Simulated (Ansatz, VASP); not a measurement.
Two plane-wave programs on Cu12H

The input INCAR:

```
  PREC = Accurate
  ENCUT = 520
  EDIFF = 1E-7
  ISMEAR = 0
  SIGMA = 0.1
  LREAL = F
  LASPH = T
  NELM = 100
  ALGO = Normal
  ISIF = 2
  LWAVE = F
  LCHARG = T
  LDIPOL = T
  IDIPOL = 3
  DIPOL = 0.5 0.5 0.296
  GGA = PE
  IVDW = 12
  LELF = T
  LVHAR = T
  LVACPOTAV = T
  NBANDS = 78
```

KPOINTS

```
Automatic mesh
0
Gamma
  5 5 1
```

Contents of POSCAR:

```
Cu12H
1.0
    5.0378287988      0.0000000000      0.0000000000
    0.0000000000      5.0378287988      0.0000000000
    0.0000000000      0.0000000000     20.6622829064
Cu H
12 1
Direct
    0.2500000000      0.2500000000      0.1935894508
    0.2500000000      0.7500000000      0.1935894508
    0.7500000000      0.2500000000      0.1935894508
    0.7500000000      0.7500000000      0.1935894508
    0.0000000000      0.0000000000      0.2797919997
    0.0000000000      0.5000000000      0.2797919997
    0.5000000000      0.0000000000      0.2797919997
    0.5000000000      0.5000000000      0.2797919997
    0.2500000000      0.2500000000      0.3659945486
    0.2500000000      0.7500000000      0.3659945486
    0.7500000000      0.2500000000      0.3659945486
    0.7500000000      0.7500000000      0.3659945486
    0.5000000000      0.5000000000      0.4869879554
```

Input for Ansatz:

```yaml
crystal:
  lattice:
    - [5.0378287988, 0.0, 0.0]
    - [0.0, 5.0378287988, 0.0]
    - [0.0, 0.0, 20.6622829064]
  atoms:
    - { symbol: Cu, position: [0.25, 0.25, 0.1935894508] }
    - { symbol: Cu, position: [0.25, 0.75, 0.1935894508] }
    - { symbol: Cu, position: [0.75, 0.25, 0.1935894508] }
    - { symbol: Cu, position: [0.75, 0.75, 0.1935894508] }
    - { symbol: Cu, position: [0.0, 0.0, 0.2797919997] }
    - { symbol: Cu, position: [0.0, 0.5, 0.2797919997] }
    - { symbol: Cu, position: [0.5, 0.0, 0.2797919997] }
    - { symbol: Cu, position: [0.5, 0.5, 0.2797919997] }
    - { symbol: Cu, position: [0.25, 0.25, 0.3659945486] }
    - { symbol: Cu, position: [0.25, 0.75, 0.3659945486] }
    - { symbol: Cu, position: [0.75, 0.25, 0.3659945486] }
    - { symbol: Cu, position: [0.75, 0.75, 0.3659945486] }
    - { symbol: H, position: [0.5, 0.5, 0.4869879554] }
basis:
  ecutwfc: 420
kpoints:
  mp_grid: { grid: [5, 5, 1] }
hamiltonian:
  xc: pbe
  pseudopotentials: { kind: paw, azcp: { folder: soft_1 } }
  dispersion: d3bj
scf:
  occupations: { method: gaussian, width: 0.1 }
output:
  forces: true
  eigenvalues: true
efield:
  axis: 3
  dipole_correction: true
  ramp_width: 0.04
```

Alike in both runs: task single point; functional PBE; dispersion D3(BJ); k mesh 5 × 5 × 1; occupations gaussian, width 0.1 eV; no spin polarisation.

|  | VASP | Ansatz |
| --- | --- | --- |
| version | VASP 6.6.1 | Ansatz 0.2.0 |
| potentials or method | VASP PAW PBE potentials, release 64 (Cu, H), cutoff 520 eV | scalar-relativistic, plane waves, PAW |
| valence electrons in the cell | 133 | 229 |

|  | VASP | Ansatz | Ansatz less VASP |
| --- | --- | --- | --- |
| gap on the k mesh at the Fermi level (eV) | none | none | - |
| rms of the force components (eV/Å) | 0.249 | 0.244 | -0.0051 |
| work function, face that differs most (eV) | 4.52 | 4.54 | +0.023 |

Atom by atom the forces differ by 0.015 eV/Å (rms over components). A gap of «none» marks a metal or a gap that the smearing closes. VASP's potentials hold 133 valence electrons a cell and Ansatz's 229, so a difference there can come from the potentials and not from the codes.
